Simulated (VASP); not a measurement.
Here is a VASP 6.6.1 calculation.

Contents of INCAR:

```
SYSTEM = Ca
PREC = Accurate
ENCUT = 600
EDIFF = 1E-6
ISMEAR = -1
SIGMA = 0.1
LREAL = .False.
LASPH = .True.
NELM = 80
ALGO = Normal
ISIF = 3
LWAVE = .False.
LCHARG = .False.
IBRION = 2
NSW = 80
EDIFFG = -0.01
```

File KPOINTS:

```
regular mesh
0
Gamma
  12 12 12
  0 0 0
```

The input POSCAR:

```
Ca
1.0
    2.6150000000      0.0000000000      0.0000000000
    0.0000000000      2.6150000000      0.0000000000
    0.0000000000      0.0000000000      2.6150000000
Ca
1
Direct
    0.0000000000      0.0000000000      0.0000000000
```

Potentials or basis: VASP PAW LDA potentials, release 64 (Ca_sv).

Command:

```console
$ cat potpaw_LDA.64/Ca_sv/POTCAR > POTCAR
$ mpirun -np 1 vasp_std > vasp.out
```

Question: Estimate the space group after relaxing (to 0.1 Å).

Answer: Pm-3m (No. 221).

Question: Predict the relaxed volume.

Answer: 37.84 Å³/atom.

Final structure:
```
Ca
1.0
     3.35734    0.00000    0.00000
     0.00000    3.35734    0.00000
     0.00000    0.00000    3.35734
Ca
1
Direct
  0.00000 0.00000 0.00000
```

Caveat: the volume moved by over 15 % at a fixed basis, so the end points are rough.
